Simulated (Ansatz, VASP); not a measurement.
One calculation of LiF, two programs

Contents of INCAR:

```
SYSTEM = LiF
PREC = Accurate
ENCUT = 520
EDIFF = 1E-6
ISMEAR = 0
SIGMA = 0.05
LREAL = .FALSE.
LASPH = .TRUE.
NELM = 80
ALGO = Normal
ISIF = 2
LWAVE = .FALSE.
LCHARG = .FALSE.
GGA = CA
NBANDS = 18
```

File KPOINTS:

```
Automatic mesh
0
G
  9 9 6
  0 0 0
```

POSCAR

```
LiF
1.0
    3.0140916337      0.0000000000      0.0000000000
   -1.5070458168      2.6102799241      0.0000000000
    0.0000000000      0.0000000000      4.7086139501
Li F
2 2
Direct
    0.3333333333      0.6666666667      0.4307693551
    0.6666666667      0.3333333333      0.9307693551
    0.3333333333      0.6666666667      0.9910195924
    0.6666666667      0.3333333333      0.4910195924
```

Input for Ansatz:

```yaml
crystal:
  lattice:
    - [3.0140916337, 0.0, 0.0]
    - [-1.5070458168, 2.6102799241, 0.0]
    - [0.0, 0.0, 4.7086139501]
  atoms:
    - { symbol: Li, position: [0.3333333333, 0.6666666667, 0.4307693551] }
    - { symbol: Li, position: [0.6666666667, 0.3333333333, 0.9307693551] }
    - { symbol: F, position: [0.3333333333, 0.6666666667, 0.9910195924] }
    - { symbol: F, position: [0.6666666667, 0.3333333333, 0.4910195924] }
basis:
  ecutwfc: 520.0
kpoints:
  mp_grid: { grid: [9, 9, 6] }
hamiltonian:
  xc: lda
scf:
  occupations: { method: gaussian, width: 0.05 }
output:
  forces: true
  stress: true
  eigenvalues: true
```

Alike in both runs: task single point; functional LDA; k mesh 9 × 9 × 6; occupations gaussian, width 0.05 eV; no spin polarisation.

|  | VASP | Ansatz |
| --- | --- | --- |
| version | VASP 6.6.1 | Ansatz 0.2.0 |
| potentials or method | VASP PAW LDA potentials, release 64 (Li_sv, F), cutoff 520 eV | scalar-relativistic, plane waves, PAW |
| valence electrons in the cell | 20 | 20 |

|  | VASP | Ansatz | Ansatz less VASP |
| --- | --- | --- | --- |
| gap on the k mesh at the Fermi level (eV) | 7.62 | 7.64 | +0.017 |
| least direct gap on the mesh (eV) | 7.62 | 7.64 | +0.017 |
| rms of the force components (eV/Å) | 0.197 | 0.195 | -0.0019 |

LDA's correlation is that of Perdew and Zunger in VASP and of Perdew and Wang (1992) in Ansatz. Atom by atom the forces differ by 0.002 eV/Å (rms over components).

Noted on VASP's run: the cutoff is under 1.25 times that of the potentials, so the pressure is a little rough.
